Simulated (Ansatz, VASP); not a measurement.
## Be16H in VASP and in Ansatz

```
CELL_PARAMETERS angstrom
-2.29000 -3.96640 0.00000
3.43500 -1.98320 0.00000
0.00000 0.00000 7.17686
ATOMIC_POSITIONS crystal
Be 0.74973 0.49956 0.99932
Be 0.50020 0.33366 0.24848
Be 0.74978 0.49930 0.49607
Be 0.52201 0.31968 0.74945
Be 0.50008 0.99999 0.99771
Be 0.24973 0.83631 0.24783
Be 0.50134 0.00017 0.49665
Be 0.24972 0.86802 0.74853
Be 0.24970 0.50072 0.00412
Be 0.99930 0.33373 0.24848
Be 0.24976 0.50126 0.49561
Be 0.97768 0.31974 0.74943
Be 0.99930 0.00004 0.99769
Be 0.74975 0.83273 0.24723
Be 0.99817 0.00018 0.49665
Be 0.74970 0.82168 0.74708
H 0.24991 0.50293 0.72308
```

Alike in both runs: functional PBEsol; k mesh 4 × 4 × 3; occupations fermi-dirac, width 0.15 eV; no spin polarisation.

Ansatz relaxed the structure, and its values are those at the end. VASP's run is a single point on that final structure, the one shown.

|  | VASP | Ansatz |
| --- | --- | --- |
| version | VASP 6.6.1 | Ansatz 0.2.0 |
| potentials or method | VASP PAW PBE potentials, release 64 (Be, H), cutoff 520 eV | scalar-relativistic, plane waves, PAW |
| valence electrons in the cell | 33 | 33 |

|  | VASP | Ansatz | Ansatz less VASP |
| --- | --- | --- | --- |
| rms of the force components (eV/Å) | 0.005 | 0.004 | -0.0005 |

VASP's potentials were made for PBE, not for PBEsol.

The k mesh is coarse, so the values compare programs but aren't converged.
